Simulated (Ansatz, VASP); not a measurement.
**Two plane-wave programs on HfN2**

```
Hf N
1.0
     0.00000    3.15759    3.15759
     3.15759    0.00000    3.15759
     3.15759    3.15759    0.00000
Hf N
2 4
Direct
  0.50000 0.50000 0.50000
  0.75000 0.75000 0.75000
  0.12500 0.12500 0.12500
  0.62500 0.12500 0.12500
  0.12500 0.12500 0.62500
  0.12500 0.62500 0.12500
```

Alike in both runs: functional PBE; k mesh 10 × 10 × 10; occupations gaussian, width 0.1 eV; no spin polarisation.

Ansatz relaxed the structure, and its values are those at the end. VASP's run is a single point on that final structure, the one shown.

```csv
,VASP,Ansatz
version,VASP 6.6.1,Ansatz 0.2.0
potentials or method,"VASP PAW PBE potentials, release 64 (Hf_pv, N), cutoff 520 eV","scalar-relativistic, plane waves, PAW"
valence electrons in the cell,40,72
```

```tsv
	VASP	Ansatz	Ansatz less VASP
gap on the k mesh at the Fermi level (eV)	none	none	-
pressure (GPa)	-1.7	0.0	+1.70
```

A gap of «none» marks a metal or a gap that the smearing closes. The functional is the same, so the differences come from potentials, cutoffs and numerics. VASP's potentials hold 40 valence electrons a cell and Ansatz's 72, so a difference there can come from the potentials and not from the codes.

Neither program's run includes spin-orbit coupling.
